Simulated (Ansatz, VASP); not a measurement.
# Two plane-wave programs on Sn4SeS3

The input INCAR:

```
PREC = Accurate
ENCUT = 520
EDIFF = 1E-6
ISMEAR = 0
SIGMA = 0.1
LREAL = F
LASPH = T
NELM = 60
ALGO = Normal
ISIF = 2
LWAVE = F
LCHARG = F
GGA = PE
NBANDS = 50
```

Contents of KPOINTS:

```
Automatic mesh
0
Gamma
  4 4 2
```

Contents of POSCAR:

```
Sn4SeS3
1.0
    4.2931913860      0.0000000000      0.0000000000
    0.0000000000      4.1333656030      0.0000000000
   -0.6621351985      0.0000000000     11.7569187034
Sn Se S
4 1 3
Direct
    0.9763385481      0.5000000000      0.0023863341
    0.3044414567      0.0000000000      0.7548359775
    0.3847969165      0.5000000000      0.4940487696
    0.7825532573      0.0000000000      0.2433931772
    0.8999363862      0.0000000000      0.4775501981
    0.3776097869      0.5000000000      0.2702802026
    0.3875218261      0.0000000000      0.9781412560
    0.8868018221      0.5000000000      0.7793640847
```

Input for Ansatz:

```yaml
crystal:
  lattice:
    - [4.293191386, 0.0, 0.0]
    - [0.0, 4.133365603, 0.0]
    - [-0.6621351985, 0.0, 11.7569187034]
  atoms:
    - { symbol: Sn, position: [0.9763385481, 0.5, 0.0023863341] }
    - { symbol: Sn, position: [0.3044414567, 0.0, 0.7548359775] }
    - { symbol: Sn, position: [0.3847969165, 0.5, 0.4940487696] }
    - { symbol: Sn, position: [0.7825532573, 0.0, 0.2433931772] }
    - { symbol: Se, position: [0.8999363862, 0.0, 0.4775501981] }
    - { symbol: S, position: [0.3776097869, 0.5, 0.2702802026] }
    - { symbol: S, position: [0.3875218261, 0.0, 0.978141256] }
    - { symbol: S, position: [0.8868018221, 0.5, 0.7793640847] }
basis:
  ecutwfc: 420
kpoints:
  mp_grid: { grid: [4, 4, 2] }
hamiltonian:
  xc: pbe
scf:
  occupations: { method: gaussian, width: 0.1 }
  lower_state_search: "off"
output:
  forces: true
  stress: true
  eigenvalues: true
```

Change from the starting cell: the structure that the rattled cell fell into.

Alike in both runs: task single point; functional PBE; k mesh 4 × 4 × 2; occupations gaussian, width 0.1 eV; no spin polarisation.

```csv
,VASP,Ansatz
version,VASP 6.6.1,Ansatz 0.2.0
potentials or method,"VASP PAW PBE potentials, release 64 (Sn_d, Se, S), cutoff 520 eV","scalar-relativistic, plane waves, PAW"
valence electrons in the cell,80,90
```

Ansatz gave:

| Property | Result |
| --- | --- |
| gap on the k mesh at the Fermi level (eV) | 0.59 |
| least direct gap on the mesh (eV) | 1.20 |
| pressure (GPa) | 0.0 |
| traceless stress, the component that is largest in VASP (GPa) | 0.10 |
| rms of the force components (eV/Å) | 0.020 |

Problem. Estimate VASP's values.

Solution. gap on the k mesh at the Fermi level (eV): 0.58; least direct gap on the mesh (eV): 1.19; pressure (GPa): -0.1; traceless stress, the component that is largest in VASP (GPa): 0.10; rms of the force components (eV/Å): 0.020.

Atom by atom the forces differ by 0.003 eV/Å (rms over components). VASP's potentials hold 80 valence electrons a cell and Ansatz's 90, so a difference there can come from the potentials and not from the codes.
